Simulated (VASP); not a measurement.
Input of a VASP 6.6.1 run:

Contents of INCAR:

```
PREC = Accurate ; ENCUT = 600
EDIFF = 1E-6 ; ISMEAR = -1
SIGMA = 0.15 ; LREAL = F
LASPH = T ; NELM = 80
ALGO = Normal ; ISIF = 3
LWAVE = F ; LCHARG = F
GGA = CA ; IBRION = 2
NSW = 80 ; EDIFFG = -0.001
```

The input KPOINTS:

```
Automatic mesh
0
Gamma
  18 18 18
```

Contents of POSCAR:

```
Cu
1.0
    0.0000000000      1.7592131580      1.7592131580
    1.7592131580      0.0000000000      1.7592131580
    1.7592131580      1.7592131580      0.0000000000
Cu
1
Direct
    0.0000000000      0.0000000000      0.0000000000
```

Potentials or basis: VASP PAW LDA potentials, release 64 (Cu).

Launch:

```sh
$ cat potpaw_LDA.64/Cu/POTCAR > POTCAR
$ mpirun -np 1 vasp_std > vasp.out
```

Task: Predict the space group after relaxing (to 0.05 Å).

Result: Fm-3m (No. 225).

Task: Estimate the relaxed cell.

Result: a = 2.492 Å, b = 2.492 Å, c = 2.492 Å, α = 60.00°, β = 60.00°, γ = 60.00°.

Task: What does it give for the relaxed volume?

Result: 10.94 Å³/atom.

The path:
| step | energy change (eV) | largest force (eV/Å) | pressure (GPa) | volume (Å³) |
| --- | --- | --- | --- | --- |
| 1 | 0.0000 | 0.0000 | 0.98 | 10.89 |
| 2 | -0.0001 | 0.0000 | -0.61 | 10.99 |
| 3 | -0.0002 | 0.0000 | -0.02 | 10.94 |
| 4 | -0.0002 | 0.0000 | 0.08 | 10.94 |
| 5 | -0.0002 | 0.0000 | 0.03 | 10.94 |
| 6 | -0.0002 | 0.0000 | -0.51 | 10.94 |
| 7 | -0.0002 | 0.0000 | 0.51 | 10.94 |
| 8 | -0.0002 | 0.0000 | -0.18 | 10.94 |
| 9 | -0.0002 | 0.0000 | 0.10 | 10.94 |
| 10 | -0.0002 | 0.0000 | 0.00 | 10.94 |
